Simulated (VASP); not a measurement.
A run of VASP 6.6.1 is set up as follows.

Contents of POSCAR:

```
BeSe
1.0
    0.0000000000      2.5810355892      2.5810355892
    2.5810355892      0.0000000000      2.5810355892
    2.5810355892      2.5810355892      0.0000000000
Be Se
1 1
Direct
    0.0000000000      0.0000000000      0.0000000000
    0.2500000000      0.2500000000      0.2500000000
```

The input INCAR.step1:

```
SYSTEM = BeSe
ALGO = Normal
EDIFF = 1E-8
ENCUT = 500
GGA = PE
ISMEAR = 0
LASPH = .TRUE.
LCHARG = .FALSE.
LREAL = .FALSE.
LWAVE = .TRUE.
NELM = 80
PREC = Accurate
SIGMA = 0.01
```

Contents of INCAR.step2:

```
SYSTEM = BeSe
ALGO = Exact
EDIFF = 1E-8
ENCUT = 500
GGA = PE
ISMEAR = 0
ISTART = 1
LASPH = .TRUE.
LCHARG = .FALSE.
LOPTICS = .TRUE.
LREAL = .FALSE.
LWAVE = .TRUE.
NBANDS = 241
NELM = 1
PREC = Accurate
SIGMA = 0.01
```

The input INCAR.step3:

```
SYSTEM = BeSe
ALGO = EVGW0
EDIFF = 1E-8
ENCUT = 500
ENCUTGW = 200
GGA = PE
ISMEAR = 0
ISTART = 1
LASPH = .TRUE.
LCHARG = .FALSE.
LREAL = .FALSE.
LWAVE = .FALSE.
NBANDS = 241
NBANDSGW = 12
NELMGW = 1
NOMEGA = 96
OMEGAMAX = 30
PREC = Accurate
PRECFOCK = Fast
SIGMA = 0.01
```

The input KPOINTS:

```
k-points
0
G
  4 4 4
  0 0 0
```

Potentials or basis: VASP PAW PBE potentials, release 64 (Be_GW, Se_GW).

Command:

```bash
$ cat potpaw_PBE.64/Be_GW/POTCAR potpaw_PBE.64/Se_GW/POTCAR > POTCAR
$ cp INCAR.step1 INCAR
$ mpirun -np 1 vasp_std > vasp.out
$ cp INCAR.step2 INCAR
$ mpirun -np 1 vasp_std > vasp.out
$ cp INCAR.step3 INCAR
$ mpirun -np 1 vasp_std > vasp.out
```

Task: Estimate the quasiparticle gap.

Result: 3.80 eV.

Task: What does it give for the least direct quasiparticle gap?

Result: 5.70 eV.

Task: Predict the band gap of the starting levels on the mesh.

Result: 2.63 eV.

Task: Estimate the least direct gap of the starting levels on the mesh.

Result: 4.26 eV.

Caveat: the k points lie up to 0.53 Å⁻¹ apart; bands, screening cutoff and mesh are small and nothing is extrapolated, so the quasiparticle values aren't converged.
